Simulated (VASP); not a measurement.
MoS2, 6 atoms in the cell. Symmetry: P6_3/mmc, No. 194, hexagonal system. The conventional cell has a = 3.125 Å, b = 3.125 Å, c = 12.006 Å, α = 90.00°, β = 90.00°, γ = 120.00°. Mo (site symmetry -6m2) has 6 S at 2.39 Å and 6 Mo at 3.12 Å within 3.2 Å. S (site symmetry 3m) has 3 Mo at 2.39 Å and 7 S at 3.12 Å within 3.2 Å. 

```yaml
Program: VASP 6.6.1
Task: single point
Functional: PBEsol
Potentials_or_basis: VASP PAW PBE potentials, release 64 (Mo_sv, S)
Cutoff: 520 eV
k_mesh: 8 × 8 × 2
Occupations: gaussian, width 0.01 eV
Spin: no spin polarisation
Dipole_correction: no
Further_INCAR_settings: ALGO = Normal; EDIFF = 1e-06; NBANDS = 35
```

Potentials or basis: VASP PAW PBE potentials, release 64 (Mo_sv, S).

The run is started by

```sh
$ cat potpaw_PBE.64/Mo_sv/POTCAR potpaw_PBE.64/S/POTCAR > POTCAR
$ mpirun -np 1 vasp_std > vasp.out
```

Hardware: 1 thread of Intel(R) Xeon(R) Platinum 8488C (Sapphire Rapids), on a shared host.

Problem. Estimate the wall time of this run.

Solution. It took 53 s on 1 thread of Intel(R) Xeon(R) Platinum 8488C (Sapphire Rapids) (shared host), peak memory 0.23 GiB. Counts: scf iterations 15, k points 20.
